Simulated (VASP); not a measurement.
# InP (I-4m2) in VASP: a series of runs, part 2 of 2

VASP 6.6.1. Earlier steps stand in the parts before.

### 6 Single point, r2SCAN (in-plane strain -0.005)

Input file POSCAR:

```
InP
1.0
    2.9388998720      2.9388998720      0.0000000000
   -2.9388998720      2.9388998720      0.0000000000
    0.0000000000      2.9388998720      2.9625292177
In P
1 1
Direct
    0.0000000000      0.0000000000      0.0000000000
    0.7500000000      0.2500000000      0.5000000000
```

Input file INCAR.step1:

```
SYSTEM = InP
PREC = Accurate
ENCUT = 520
ISMEAR = 0
SIGMA = 0.01
LREAL = .False.
LASPH = .True.
NELM = 80
NBANDS = 16
GGA = PE
ALGO = Normal
EDIFF = 1E-4
LWAVE = .True.
LCHARG = .False.
```

Input file INCAR.step2:

```
SYSTEM = InP
PREC = Accurate
ENCUT = 520
EDIFF = 1E-6
ISMEAR = 0
SIGMA = 0.01
LREAL = .False.
LASPH = .True.
NELM = 80
ALGO = Normal
ISIF = 2
LWAVE = .False.
LCHARG = .False.
METAGGA = R2SCAN
LMIXTAU = .True.
NBANDS = 16
ISTART = 1
```

Input file KPOINTS:

```
Automatic mesh
0
Gamma
  8 8 8
  0 0 0
```

Potentials or basis: VASP PAW PBE potentials, release 64 (In_d, P).

Run with:

```
cat potpaw_PBE.64/In_d/POTCAR potpaw_PBE.64/P/POTCAR > POTCAR
cp INCAR.step1 INCAR
mpirun -np 1 vasp_std > vasp.out
cp INCAR.step2 INCAR
mpirun -np 1 vasp_std > vasp.out
```

OUTCAR:

```text
SYSTEM = InP
   PREC = Accurate
   ENCUT = 520
   EDIFF = 1E-6
   ISMEAR = 0
   LREAL = .False.
   LASPH = .True.
   NELM = 80
   ISIF = 2
   METAGGA = R2SCAN
   ISTART = 1

 ion  position               nearest neighbor table
   1  0.000  0.000  0.000-   2 2.55   2 2.55   2 2.55   2 2.55
   2  0.750  0.250  0.500-   1 2.55   1 2.55   1 2.55   1 2.55

  LATTYP: Found a body centered tetragonal cell.
 ALAT       =     4.1562320574
 C/A-ratio  =     1.4255841237

  Lattice vectors:

 A1 = (   2.9388998720,   0.0000000000,  -2.9625292177)
 A2 = (  -2.9388998720,   0.0000000000,  -2.9625292177)
 A3 = (   0.0000000000,   2.9388998720,   2.9625292177)

Analysis of symmetry for initial positions (statically):
=====================================================================
 Subroutine PRICEL returns:
 Original cell was already a primitive cell.

 Routine SETGRP: Setting up the symmetry group for a
 body centered tetragonal supercell.

 Subroutine GETGRP returns: Found  8 space group operations
 (whereof  8 operations were pure point group operations)
 out of a pool of 16 trial point group operations.

The static configuration has the point symmetry D_2d.

Analysis of symmetry for dynamics (positions and initial velocities):
=====================================================================
 Subroutine PRICEL returns:
 Original cell was already a primitive cell.

 Routine SETGRP: Setting up the symmetry group for a
 body centered tetragonal supercell.

 Subroutine GETGRP returns: Found  8 space group operations
 (whereof  8 operations were pure point group operations)
 out of a pool of 16 trial point group operations.

The dynamic configuration has the point symmetry D_2d.

 Subroutine INISYM returns: Found  8 space group operations
 (whereof  8 operations are pure point group operations),
 and found     1 'primitive' translations

----------------------------------------------------------------------------------------

                                     Primitive cell

  volume of cell :      51.1755

  direct lattice vectors                    reciprocal lattice vectors
     2.938899872  2.938899872  0.000000000     0.170131689  0.170131689 -0.168774707
    -2.938899872  2.938899872  0.000000000    -0.170131689  0.170131689 -0.168774707
     0.000000000  2.938899872  2.962529218     0.000000000  0.000000000  0.337549414

  length of vectors
     4.156232057  4.156232057  4.172973978     0.293895364  0.293895364  0.337549414

  position of ions in fractional coordinates (direct lattice)
     0.000000000  0.000000000  0.000000000
     0.750000000  0.250000000  0.500000000

  ion indices of the primitive-cell ions
   primitive index   ion index
                 1           1
                 2           2

----------------------------------------------------------------------------------------

 KPOINTS: Automatic mesh

Automatic generation of k-mesh.
 Grid dimensions read from file:
 generate k-points for:    8    8    8

 Generating k-lattice:

  Cartesian coordinates                     Fractional coordinates (reciprocal lattice)
     0.021266461  0.021266461 -0.021096838     0.125000000  0.000000000 -0.000000000
    -0.021266461  0.021266461 -0.021096838     0.000000000  0.125000000 -0.000000000
     0.000000000  0.000000000  0.042193677     0.000000000  0.000000000  0.125000000

  Length of vectors
     0.036736921  0.036736921  0.042193677

  Shift w.r.t. Gamma in fractional coordinates (k-lattice)
     0.000000000  0.000000000  0.000000000

 Subroutine IBZKPT returns following result:
 ===========================================

 Found     59 irreducible k-points:

 Following reciprocal coordinates:
            Coordinates               Weight
  0.000000  0.000000  0.000000      1.000000
  0.125000  0.000000  0.000000      8.000000
  0.250000  0.000000  0.000000      8.000000
  0.375000  0.000000  0.000000      8.000000
  0.500000  0.000000  0.000000      4.000000
  0.125000  0.125000  0.000000      8.000000
[... 16 lines left out ...]
  0.250000  0.000000  0.125000      4.000000
  0.375000  0.000000  0.125000      8.000000
 [... further k-points ...]
   k-points           NKPTS =     59   k-points in BZ     NKDIM =     59   number of bands    NBANDS=     16
   number of dos      NEDOS =    301   number of ions     NIONS =      2
   total plane-waves  NPLWV =  32768
   dimension x,y,z NGX =    32 NGY =   32 NGZ =   32
   dimension x,y,z NGXF=    64 NGYF=   64 NGZF=   64
   ions per type =               1   1
   NGX,Y,Z   is equivalent  to a cutoff of  12.80, 12.80, 12.75 a.u.
   NGXF,Y,Z  is equivalent  to a cutoff of  25.60, 25.60, 25.50 a.u.
 SYSTEM =  InP
   PREC   = accura    normal or accurate (medium, high low for compatibility)
   ISTART =      1    job   : 0-new  1-cont  2-samecut
   ICHARG =      0    charge: 1-file 2-atom 10-const
   ISPIN  =      1    spin polarized calculation?
   LNONCOLLINEAR =      F non collinear calculations
   LSORBIT =      F    spin-orbit coupling
   LASPH  =      T    aspherical Exc in radial PAW
   ENCUT  =  520.0 eV  38.22 Ry    6.18 a.u.   7.73  7.73  7.76*2*pi/ulx,y,z
   NELM   =     80;   NELMIN=  2; NELMDL=  0     # of ELM steps
   EDIFF  = 0.1E-05   stopping-criterion for ELM
   LREAL  =      F    real-space projection
   EDIFFG = 0.1E-04   stopping-criterion for IOM
   NSW    =      0    number of steps for IOM
   IBRION =     -1    ionic relax: 0-MD 1-quasi-New 2-CG
   NFREE  =      0    steps in history (QN), initial steepest desc. (CG)
   ISIF   =      2    stress and relaxation
   ISYM   =      2    0-nonsym 1-usesym 2-fastsym
   POTIM  = 0.5000    time-step for ionic-motion
   TEBEG  =    0.0;   TEEND  =   0.0 temperature during run
   PSTRESS=    0.0 pullay stress
   NELECT =      18.0000    total number of electrons
   NUPDOWN=      -1.0000    fix difference up-down
   EMIN   =  10.00;   EMAX   =-10.00  energy-range for DOS
   EFERMI =   0.00;   METHOD = LEGACY
   ISMEAR =     0;   SIGMA  =   0.01  broadening in eV -4-tet -1-fermi 0-gaus
   EFERMI_NEDOS =   21; number of points for ismear=-14 and -15
   IALGO  =     38    algorithm
   IMIX   =      4    mixing-type and parameters
     AMIX     =   0.40;   BMIX     =  1.00
     AMIX_MAG =   1.60;   BMIX_MAG =  1.00
  volume/ion in A,a.u.               =      25.59       172.67
  Fermi-wavevector in a.u.,A,eV,Ry     =   1.155611  2.183788 18.169714  1.335436
  Thomas-Fermi vector in A             =   2.292238
   LORBIT       =      0    0 simple, 1 ext, 2 COOP (PROOUT), +10 PAW based schemes
   METAGGA = R2SCAN    functional components
   LHFCALC =     F    Hartree Fock is set to
   AEXX    =    0.0000 exact exchange contribution
   IVDW    =     0    specifies the selected vdW correction
   LEPSILON=     F    determine dielectric tensor
   LRPA    =     F    only Hartree local field effects (RPA)
 non-spin polarized calculation
 Gauss-broadening in eV      SIGMA  =   0.01
  energy-cutoff  :      520.00
  volume of cell :       51.18
 maximum number of plane-waves:      1399
   NGX = 15   NGY = 15   NGZ = 15

 number of electron      18.0000008 magnetization

 Free energy of the ion-electron system (eV)
  ---------------------------------------------------
  ext. energy  EPLUGINS =         0.00000000
  ---------------------------------------------------
  free energy    TOTEN  =       -32.29666259 eV

  energy without entropy =      -32.29666259  energy(sigma->0) =      -32.29666259

 E-fermi :   4.9244     XC(G=0):  -9.8040

 val. band max:        4.8440776151   @ k =   0.0000   0.0000   0.0000
 cond. band min:       5.9025338316   @ k =   0.0000   0.0000   0.0000
 fundamental gap:      1.0584562165
 Fermi energy:         4.9243607953

 k-point     1 :       0.0000    0.0000    0.0000
  band No.  band energies     occupation
      1      -9.7958      2.00000
      2      -9.7923      2.00000
      3      -9.7923      2.00000
      4      -9.6238      2.00000
      5      -9.6225      2.00000
      6      -7.0533      2.00000
[... 8 lines left out ...]
     15      14.6626      0.00000
     16      14.7900      0.00000
[... 419 lines left out ...]
 k-point    24 :       0.3750    0.0000    0.1250
  band No.  band energies     occupation
      1      -9.8860      2.00000
      2      -9.7584      2.00000
      3      -9.7564      2.00000
      4      -9.6271      2.00000
      5      -9.6134      2.00000
      6      -5.9961      2.00000
[... 8 lines left out ...]
     15      15.0272      0.00000
     16      15.6600      0.00000

 [... further k-points ...]
[... 5 lines left out ...]
  --------------------------------------------------------------------------------------
  -------------------------------------------------------------------------------------
  Total        0.1559167      0.1559167      0.0392550      0.0000000      0.0000000     -0.0000000
  in kB        4.8813633      4.8813633      1.2289753      0.0000000      0.0000000     -0.0000000
  external PRESSURE =       3.6639006 kB  Pullay stress =       0.0000000 kB

 VOLUME and BASIS-vectors are now :
 -----------------------------------------------------------------------------
  energy-cutoff  :      520.00
  volume of cell :       51.18
      direct lattice vectors                 reciprocal lattice vectors
     2.938899872  2.938899872  0.000000000     0.170131689  0.170131689 -0.168774707
    -2.938899872  2.938899872  0.000000000    -0.170131689  0.170131689 -0.168774707
     0.000000000  2.938899872  2.962529218     0.000000000  0.000000000  0.337549414

 POSITION                                       TOTAL-FORCE (eV/Angst)
 -----------------------------------------------------------------------------------
      0.00000      0.00000      0.00000         0.000000     -0.000000      0.000000
      1.46945      4.40835      1.48126        -0.000000      0.000000      0.000000
 -----------------------------------------------------------------------------------
    total drift:                                0.000006     -0.000000     -0.000000

  FREE ENERGIE OF THE ION-ELECTRON SYSTEM (eV)
  ---------------------------------------------------
  free  energy   TOTEN  =       -32.2966625947 eV

  energy  without entropy=      -32.2966625947  energy(sigma->0) =      -32.29666259
```

OSZICAR.step1:

```text
N       E                     dE             d eps       ncg     rms          rms(c)
DAV:   1     0.111866569052E+03    0.11187E+03   -0.83957E+03  1904   0.123E+03
DAV:   2    -0.132640733337E+01   -0.11319E+03   -0.10854E+03  2152   0.301E+02
DAV:   3    -0.861025382008E+01   -0.72838E+01   -0.72522E+01  2432   0.737E+01
DAV:   4    -0.880025593385E+01   -0.19000E+00   -0.18994E+00  2496   0.130E+01
DAV:   5    -0.880995166413E+01   -0.96957E-02   -0.96956E-02  2720   0.249E+00    0.553E+00
DAV:   6    -0.842110869525E+01    0.38884E+00   -0.62040E-01  3032   0.127E+01    0.333E+00
DAV:   7    -0.839349243724E+01    0.27616E-01   -0.15753E-01  2760   0.310E+00    0.124E+00
DAV:   8    -0.839394876880E+01   -0.45633E-03   -0.15095E-02  2392   0.145E+00    0.305E-01
DAV:   9    -0.839458227875E+01   -0.63351E-03   -0.13181E-03  2472   0.398E-01    0.149E-01
DAV:  10    -0.839472162635E+01   -0.13935E-03   -0.21334E-04  2272   0.189E-01    0.867E-02
DAV:  11    -0.839479938288E+01   -0.77757E-04   -0.14256E-04  2232   0.110E-01
   1 F= -.83947994E+01 E0= -.83947994E+01  d E =-.167616E-14
```

Wall time 2.2 min (1 thread of Intel Xeon Platinum 8259CL at 2.50GHz (Skylake/Cascade Lake), shared host); peak memory 0.21 GiB.

Results:

```
Free energy            : -32.2967 eV
Pressure               : 0.4 GPa
Band gap on the k mesh : 1.06 eV, direct
```

Levels at points of the mesh, in eV from the valence-band top:
| k point | band 5 | band 6 | band 7 | band 8 | band 9 | band 10 | band 11 | band 12 | band 13 | band 14 |
| --- | --- | --- | --- | --- | --- | --- | --- | --- | --- | --- |
| (0.00, 0.00, 0.00) | -14.47 | -11.90 | -0.04 | 0.00 | 0.00 | 1.06 | 4.42 | 4.42 | 4.44 | 9.02 |
| (0.50, 0.00, 0.00) | -14.45 | -10.15 | -5.80 | -1.02 | -0.97 | 1.81 | 5.12 | 5.17 | 7.50 | 10.00 |
| (0.50, 0.50, 0.00) | -14.43 | -9.48 | -5.80 | -2.38 | -2.38 | 2.01 | 2.51 | 9.79 | 10.16 | 10.20 |
| (0.00, 0.00, 0.50) | -14.43 | -9.51 | -5.85 | -2.34 | -2.34 | 2.05 | 2.59 | 9.71 | 10.19 | 10.19 |

Caveat: the cell differs from its parent crystal (in-plane strain -0.005); the PAW data sets were made with another functional, which shifts forces and pressure a little; spin-orbit coupling is left out, which moves the levels of the heavy elements.

### 7 Summary

| cell | gap on the mesh (eV) | pressure (GPa) |
| --- | --- | --- |
| a = 4.094, b = 4.094, c = 4.181 Å, angles 60.7, 60.7, 90.0°, 2 atoms | 1.06 | 1.2 |
| a = 4.135, b = 4.135, c = 4.169 Å, angles 60.3, 60.3, 90.0°, 2 atoms | 1.09 | 0.9 |
| a = 4.135, b = 4.135, c = 4.179 Å, angles 60.3, 60.3, 90.0°, 2 atoms | 1.05 | 0.5 |
| a = 4.156, b = 4.156, c = 4.173 Å, angles 60.1, 60.1, 90.0°, 2 atoms | 1.06 | 0.4 |

Alike in all rows: task single point; level r2SCAN; potentials or basis VASP PAW PBE potentials, release 64 (In_d, P); no spin polarisation; k mesh 8 × 8 × 8; cutoff (eV) 520; smearing gaussian 0.01 eV.

Caveats: the PAW data sets were made with another functional, which shifts forces and pressure a little; spin-orbit coupling is left out, which moves the levels of the heavy elements.

Absolute energies hang on the potentials; compare differences alone.
